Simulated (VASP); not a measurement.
A run of VASP 6.6.1 is set up as follows.

Contents of INCAR:

```
SYSTEM = ZrNb2N3
  PREC = Accurate
  ENCUT = 600
  EDIFF = 1E-6
  ISMEAR = 0
  SIGMA = 0.15
  LREAL = .FALSE.
  LASPH = .TRUE.
  NELM = 120
  ALGO = Normal
  ISIF = 2
  LWAVE = .FALSE.
  LCHARG = .FALSE.
  GGA = PE
  NBANDS = 36
  GGA_COMPAT = .FALSE.
```

Contents of KPOINTS:

```
regular mesh
0
G
  4 4 2
  0 0 0
```

The input POSCAR:

```
ZrNb2N3
1.0
    4.9035197265     -0.0000000036      0.0000000000
   -2.4517598602      4.2465726529      0.0000000000
    0.0000000000      0.0000000000      5.8182671832
Zr Nb N
1 2 3
Direct
    0.0000000000      0.0000000000      0.9573716341
    0.3333333333      0.6666666667      0.1885777845
    0.3333333333      0.6666666667      0.7261606475
    0.5006806161      0.4993193839     -0.0426406754
    0.5006806161      0.0013612323     -0.0426406754
    0.9986387677      0.4993193839     -0.0426406754
```

Potentials or basis: VASP PAW PBE potentials, release 64 (Zr_sv, Nb_sv, N).

Run with:

```sh
$ cat potpaw_PBE.64/Zr_sv/POTCAR potpaw_PBE.64/Nb_sv/POTCAR potpaw_PBE.64/N/POTCAR > POTCAR
$ mpirun -np 1 vasp_std > vasp.out
```

(1) What does it give for the largest force?

(2) Predict the pressure.

Results:

(1) 0.056 eV/Å.

(2) -0.2 GPa.

Caveat: the k points lie up to 0.54 Å⁻¹ apart, too coarse for converged energies and pressures of a metal.
